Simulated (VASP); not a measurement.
Write the native input for VASP 6.6.1 that does the following.

```yaml
Task: relaxation of volume and atoms at fixed shape
Functional: LDA
Potentials_or_basis: VASP PAW LDA potentials, release 64 (Al, Au)
Cutoff: 600 eV
k_mesh: 7 × 7 × 7
Occupations: methfessel-paxton, width 0.05 eV
Spin: no spin polarisation
Dipole_correction: no
Further_INCAR_settings: ALGO = Normal; EDIFF = 1e-06; IBRION = 2; EDIFFG = -0.01; NSW = 80; ISIF = 8
```

The structure of AlAu lies in POSCAR:

```
AlAu
1.0
    3.2239420000      0.0000000000      0.0000000000
    0.0000000000      3.2239420000      0.0000000000
    0.0000000000      0.0000000000      3.2239420000
Al Au
1 1
Direct
    0.0000000000      0.0000000000      0.0000000000
    0.5000000000      0.5000000000      0.5000000000
```

These files were run (other wordings do the same):

INCAR

```
SYSTEM = AlAu
ALGO = Normal ; EDIFF = 1E-6
EDIFFG = -0.01 ; ENCUT = 600
IBRION = 2 ; ISIF = 8
ISMEAR = 1 ; LASPH = .TRUE.
LCHARG = .FALSE. ; LREAL = .FALSE.
LWAVE = .FALSE. ; NELM = 60
NSW = 80 ; PREC = Accurate
SIGMA = 0.05
```

KPOINTS

```
k-points
0
G
  7 7 7
  0 0 0
```

Potentials or basis: VASP PAW LDA potentials, release 64 (Al, Au).

Command:

```sh
$ cat potpaw_LDA.64/Al/POTCAR potpaw_LDA.64/Au/POTCAR > POTCAR
$ mpirun -np 1 vasp_std > vasp.out
```

Results of the run:

```json
{
 "Relaxed volume": "15.65 Å³/atom",
 "Relaxed cell": "a = 3.151 Å, b = 3.151 Å, c = 3.151 Å, α = 90.00°, β = 90.00°, γ = 90.00°",
 "Space group after relaxing (to 0.05 Å)": "Pm-3m (No. 221)",
 "Energy gained by relaxing": "32.5 meV/atom",
 "Ionic steps": "3",
 "Pressure after relaxing": "-0.1 GPa",
 "Band gap on the k mesh": "zero (band 7 reaches 13.22 eV, above the bottom of band 8 at 9.77 eV)"
}
```

Caveat: spin-orbit coupling is left out, which moves the levels of the heavy elements.

Wall time 37 s on 1 thread of Intel Xeon 6975P-C, with other jobs on the host, peak memory 0.15 GiB.
